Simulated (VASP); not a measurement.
# Ta2C in VASP: single point with PBE

Aim: the single point of Ta2C with PBE.

Program: VASP 6.6.1. These are calculated values, not measurements. Logs are shortened: lines on timing, memory, paths and dates and some standing lists are left out, and cuts for length are marked.

### Step 1. The cell of the first run

The cell holds a sheet with vacuum, 3 atoms: a = 3.558 Å, b = 3.554 Å, c = 26.566 Å, α = 90.00°, β = 90.00°, γ = 120.03°.

### Step 2. Single point, PBE

Input file INCAR:

```
SYSTEM = Ta2C
ALGO = Normal
DIPOL = 0.5 0.5 0.305
EDIFF = 1E-7
ENCUT = 520
GGA = PE
IDIPOL = 3
ISIF = 2
ISMEAR = 0
LASPH = .TRUE.
LCHARG = .FALSE.
LDIPOL = .TRUE.
LREAL = .FALSE.
LWAVE = .FALSE.
NBANDS = 20
NELM = 80
PREC = Accurate
SIGMA = 0.1
```

Input file KPOINTS:

```
k-points
0
G
  6 6 1
  0 0 0
```

Input file POSCAR:

```
Ta2C
1.0
    3.5577421878     -0.0000001580      0.0000000000
   -1.7788709573      3.0769370120      0.0000000000
    0.0000000000      0.0000000000     26.5663424000
Ta C
2 1
Direct
    0.5729003132      0.1458006263      0.2872583117
    0.9066687908      0.8133375817      0.3532328429
   -0.0934471090     -0.1868942180      0.2737578284
```

Potentials or basis: VASP PAW PBE potentials, release 64 (Ta_pv, C).

Run with:

```bash
$ cat potpaw_PBE.64/Ta_pv/POTCAR potpaw_PBE.64/C/POTCAR > POTCAR
$ mpirun -np 1 vasp_std > vasp.out
```

OUTCAR:

```text
SYSTEM = Ta2C
   EDIFF = 1E-7
   ENCUT = 520
   GGA = PE
   ISIF = 2
   ISMEAR = 0
   LASPH = .TRUE.
   LREAL = .FALSE.
   NELM = 80
   PREC = Accurate

 ion  position               nearest neighbor table
   1  0.573  0.146  0.287-   3 2.08   3 2.08   3 2.08   2 2.70   2 2.70   2 2.70
   2  0.907  0.813  0.353-   3 2.11   1 2.70   1 2.70   1 2.70
   3  0.907  0.813  0.274-   1 2.08   1 2.08   1 2.08   2 2.11

  Warning from LATTYP: Monoclinic adjustment (A1->A3, A2->A1, A3->A2)!
  LATTYP: Found a base centered orthorhombic cell.
 ALAT       =     3.5577421878
 B/A-ratio  =     1.7297132679
 C/A-ratio  =     7.4671915495

  Lattice vectors:

 A1 = (   1.7788709573,  -3.0769370120,   0.0000000000)
 A2 = (   1.7788712305,   3.0769368540,   0.0000000000)
 A3 = (   0.0000000000,   0.0000000000,  26.5663424000)

Analysis of symmetry for initial positions (statically):
=====================================================================
 Subroutine PRICEL returns:
 Original cell was already a primitive cell.

 Routine SETGRP: Setting up the symmetry group for a
 base centered orthorhombic supercell.

 Subroutine GETGRP returns: Found  2 space group operations
 (whereof  2 operations were pure point group operations)
 out of a pool of  8 trial point group operations.

The static configuration has the point symmetry C_1h.

Analysis of symmetry for dynamics (positions and initial velocities):
=====================================================================
 Subroutine PRICEL returns:
 Original cell was already a primitive cell.

 Routine SETGRP: Setting up the symmetry group for a
 base centered orthorhombic supercell.

 Subroutine GETGRP returns: Found  2 space group operations
 (whereof  2 operations were pure point group operations)
 out of a pool of  8 trial point group operations.

The dynamic configuration has the point symmetry C_1h.

 Subroutine INISYM returns: Found  2 space group operations
 (whereof  2 operations are pure point group operations),
 and found     1 'primitive' translations

----------------------------------------------------------------------------------------

                                     Primitive cell

  volume of cell :     290.8204

  direct lattice vectors                    reciprocal lattice vectors
     3.557742188 -0.000000158  0.000000000     0.281077147  0.162499256  0.000000000
    -1.778870957  3.076937012  0.000000000     0.000000014  0.324998536  0.000000000
     0.000000000  0.000000000 26.566342400     0.000000000  0.000000000  0.037641614

  length of vectors
     3.557742188  3.554141705 26.566342400     0.324669634  0.324998536  0.037641614

  position of ions in fractional coordinates (direct lattice)
     0.572900313  0.145800626  0.287258312
     0.906668791  0.813337582  0.353232843
     0.906552891  0.813105782  0.273757828

  ion indices of the primitive-cell ions
   primitive index   ion index
                 1           1
                 2           2
                 3           3

----------------------------------------------------------------------------------------

 KPOINTS: k-points

Automatic generation of k-mesh.
 Grid dimensions read from file:
 generate k-points for:    6    6    1

 Generating k-lattice:

  Cartesian coordinates                     Fractional coordinates (reciprocal lattice)
     0.046846191  0.027083209  0.000000000     0.166666667  0.000000000  0.000000000
     0.000000002  0.054166423  0.000000000     0.000000000  0.166666667  0.000000000
     0.000000000  0.000000000  0.037641614     0.000000000  0.000000000  1.000000000

  Length of vectors
     0.054111606  0.054166423  0.037641614

  Shift w.r.t. Gamma in fractional coordinates (k-lattice)
     0.000000000  0.000000000  0.000000000

 Subroutine IBZKPT returns following result:
 ===========================================

 Found     13 irreducible k-points:

 Following reciprocal coordinates:
            Coordinates               Weight
  0.000000  0.000000  0.000000      1.000000
  0.166667 -0.000000  0.000000      4.000000
  0.333333 -0.000000  0.000000      4.000000
  0.500000 -0.000000  0.000000      2.000000
  0.000000  0.166667  0.000000      2.000000
  0.166667  0.166667  0.000000      4.000000
  0.333333  0.166667  0.000000      4.000000
  0.500000  0.166667  0.000000      4.000000
 -0.333333  0.166667  0.000000      2.000000
  0.000000  0.333333  0.000000      2.000000
  0.166667  0.333333  0.000000      4.000000
  0.333333  0.333333  0.000000      2.000000
  0.000000  0.500000  0.000000      1.000000
   k-points           NKPTS =     13   k-points in BZ     NKDIM =     13   number of bands    NBANDS=     20
   number of dos      NEDOS =    301   number of ions     NIONS =      3
   total plane-waves  NPLWV = 156800
   dimension x,y,z NGX =    28 NGY =   28 NGZ =  200
   dimension x,y,z NGXF=    56 NGYF=   56 NGZF=  400
   ions per type =               2   1
   NGX,Y,Z   is equivalent  to a cutoff of  13.08, 13.10, 12.52 a.u.
   NGXF,Y,Z  is equivalent  to a cutoff of  26.17, 26.19, 25.03 a.u.
 SYSTEM =  Ta2C
   PREC   = accura    normal or accurate (medium, high low for compatibility)
   ISTART =      0    job   : 0-new  1-cont  2-samecut
   ICHARG =      2    charge: 1-file 2-atom 10-const
   ISPIN  =      1    spin polarized calculation?
   LNONCOLLINEAR =      F non collinear calculations
   LSORBIT =      F    spin-orbit coupling
   LASPH  =      T    aspherical Exc in radial PAW
   ENCUT  =  520.0 eV  38.22 Ry    6.18 a.u.   6.62  6.61 49.40*2*pi/ulx,y,z
   NELM   =     80;   NELMIN=  2; NELMDL= -5     # of ELM steps
   EDIFF  = 0.1E-06   stopping-criterion for ELM
   LREAL  =      F    real-space projection
   EDIFFG = 0.1E-05   stopping-criterion for IOM
   NSW    =      0    number of steps for IOM
   IBRION =     -1    ionic relax: 0-MD 1-quasi-New 2-CG
   NFREE  =      0    steps in history (QN), initial steepest desc. (CG)
   ISIF   =      2    stress and relaxation
   ISYM   =      2    0-nonsym 1-usesym 2-fastsym
   POTIM  = 0.5000    time-step for ionic-motion
   TEBEG  =    0.0;   TEEND  =   0.0 temperature during run
   PSTRESS=    0.0 pullay stress
   NELECT =      26.0000    total number of electrons
   NUPDOWN=      -1.0000    fix difference up-down
   EMIN   =  10.00;   EMAX   =-10.00  energy-range for DOS
   EFERMI =   0.00;   METHOD = LEGACY
   ISMEAR =     0;   SIGMA  =   0.10  broadening in eV -4-tet -1-fermi 0-gaus
   EFERMI_NEDOS =   21; number of points for ismear=-14 and -15
   IALGO  =     38    algorithm
   IMIX   =      4    mixing-type and parameters
     AMIX     =   0.40;   BMIX     =  1.00
     AMIX_MAG =   1.60;   BMIX_MAG =  1.00
  volume/ion in A,a.u.               =      96.94       654.18
  Fermi-wavevector in a.u.,A,eV,Ry     =   0.732022  1.383322  7.290773  0.535857
  Thomas-Fermi vector in A             =   1.824383
   LORBIT       =      0    0 simple, 1 ext, 2 COOP (PROOUT), +10 PAW based schemes
   GGA     = PE    functional components
   LHFCALC =     F    Hartree Fock is set to
   AEXX    =    0.0000 exact exchange contribution
   IVDW    =     0    specifies the selected vdW correction
   LEPSILON=     F    determine dielectric tensor
   LRPA    =     F    only Hartree local field effects (RPA)
 non-spin polarized calculation
 Gauss-broadening in eV      SIGMA  =   0.10
  energy-cutoff  :      520.00
  volume of cell :      290.82
 maximum number of plane-waves:      7935
 NGX is ok and might be reduce to    28
   NGX = 13   NGY = 13   NGZ = 99

 dipolmoment           0.000000      0.000000      0.105224 electrons x Angstroem

 number of electron      26.0000000 magnetization

 dipolmoment           0.000000      0.000000     -0.087124 electrons x Angstroem

 Free energy of the ion-electron system (eV)
  ---------------------------------------------------
  ext. energy  EPLUGINS =         0.00000000
  ---------------------------------------------------
  free energy    TOTEN  =       -29.86856157 eV

  energy without entropy =      -29.86413454  energy(sigma->0) =      -29.86634805

 E-fermi :  -2.2146     XC(G=0):  -2.5922

 val. band max:       -2.2837067435   @ k =   0.0000   0.5000   0.0000
 cond. band min:      -2.2069108234   @ k =   0.0000   0.0000   0.0000
 fundamental gap:      0.0767959201
 Fermi energy:        -2.2146154568

 k-point     1 :       0.0000    0.0000    0.0000
  band No.  band energies     occupation
      1     -37.0589      2.00000
      2     -36.5404      2.00000
      3     -36.5381      2.00000
      4     -36.0227      2.00000
      5     -36.0218      2.00000
      6     -35.9605      2.00000
[... 12 lines left out ...]
     19       1.4187      0.00000
     20       1.8423      0.00000

 k-point     2 :       0.1667   -0.0000    0.0000
  band No.  band energies     occupation
      1     -37.0738      2.00000
      2     -36.6094      2.00000
      3     -36.5641      2.00000
      4     -36.0418      2.00000
      5     -36.0168      2.00000
      6     -35.9253      2.00000
[... 12 lines left out ...]
     19       1.7877      0.00000
     20       2.2198      0.00000

 k-point     3 :       0.3333   -0.0000    0.0000
  band No.  band energies     occupation
      1     -37.1139      2.00000
      2     -36.7204      2.00000
      3     -36.6122      2.00000
      4     -36.0722      2.00000
      5     -36.0079      2.00000
      6     -35.8801      2.00000
[... 12 lines left out ...]
     19       1.9712      0.00000
     20       2.3913      0.00000

 k-point     4 :       0.5000   -0.0000    0.0000
  band No.  band energies     occupation
      1     -37.1391      2.00000
      2     -36.7663      2.00000
      3     -36.6352      2.00000
      4     -36.0821      2.00000
      5     -36.0046      2.00000
      6     -35.8664      2.00000
[... 176 lines left out ...]
 k-point    12 :       0.3333    0.3333    0.0000
  band No.  band energies     occupation
      1     -37.1376      2.00000
      2     -36.7310      2.00000
      3     -36.7261      2.00000
      4     -36.0588      2.00000
      5     -36.0343      2.00000
      6     -35.8511      2.00000
[... 12 lines left out ...]
     19       1.7326      0.00000
     20       2.9983      0.00000

 k-point    13 :       0.0000    0.5000    0.0000
  band No.  band energies     occupation
      1     -37.1382      2.00000
      2     -36.7656      2.00000
      3     -36.6371      2.00000
      4     -36.0828      2.00000
      5     -36.0044      2.00000
      6     -35.8672      2.00000
[... 12 lines left out ...]
     19       1.8351      0.00000
     20       2.3048      0.00000

------------------------ aborting loop because EDIFF is reached ----------------------------------------

 vacuum level on the upper side and lower side of the slab       (xc-potential included)        -0.714         0.698

  FORCE on cell =-STRESS in cart. coord.  units (eV):
  Direction    XX          YY          ZZ          XY          YZ          ZX
  --------------------------------------------------------------------------------------
  -------------------------------------------------------------------------------------
  Total        0.1354044      0.1402090      0.1047152      0.0000000     -0.0100270     -0.0000000
  in kB        0.7459649      0.7724345      0.5768932      0.0000000     -0.0552401     -0.0000000
  external PRESSURE =       0.6984309 kB  Pullay stress =       0.0000000 kB

 VOLUME and BASIS-vectors are now :
 -----------------------------------------------------------------------------
  energy-cutoff  :      520.00
  volume of cell :      290.82
      direct lattice vectors                 reciprocal lattice vectors
     3.557742188 -0.000000158  0.000000000     0.281077147  0.162499256  0.000000000
    -1.778870957  3.076937012  0.000000000     0.000000014  0.324998536  0.000000000
     0.000000000  0.000000000 26.566342400     0.000000000  0.000000000  0.037641614

 POSITION                                       TOTAL-FORCE (eV/Angst)
 -----------------------------------------------------------------------------------
      1.77887      0.44862      7.63140         0.000000      0.021374     -0.026798
      1.77887      2.50259      9.38410        -0.000000     -0.008298      0.060186
      1.77887      2.50188      7.27274        -0.000000     -0.013076     -0.033388
 -----------------------------------------------------------------------------------
    total drift:                               -0.000000      0.000013      0.000170

  FREE ENERGIE OF THE ION-ELECTRON SYSTEM (eV)
  ---------------------------------------------------
  free  energy   TOTEN  =       -29.8685615742 eV

  energy  without entropy=      -29.8641345350  energy(sigma->0) =      -29.86634805

 vacuum level on the upper side and lower side of the slab         0.700         2.110
```

Run time: 2.7 min. Hardware: 1 thread of Intel Xeon Platinum 8488C (Sapphire Rapids), shared host; peak memory 0.42 GiB.

Results:

| Quantity | Value |
| --- | --- |
| Free energy | -29.8686 eV |
| Largest force | 0.061 eV/Å |
| Band gap on the k mesh | 0.08 eV, indirect (least direct gap 0.33 eV) |

Forces on the atoms (eV/Å):
```
Ta   0.000  0.021 -0.027
Ta   0.000 -0.008  0.060
C    0.000 -0.013 -0.033
```

Caveat: spin-orbit coupling is left out, which moves the levels of the heavy elements.
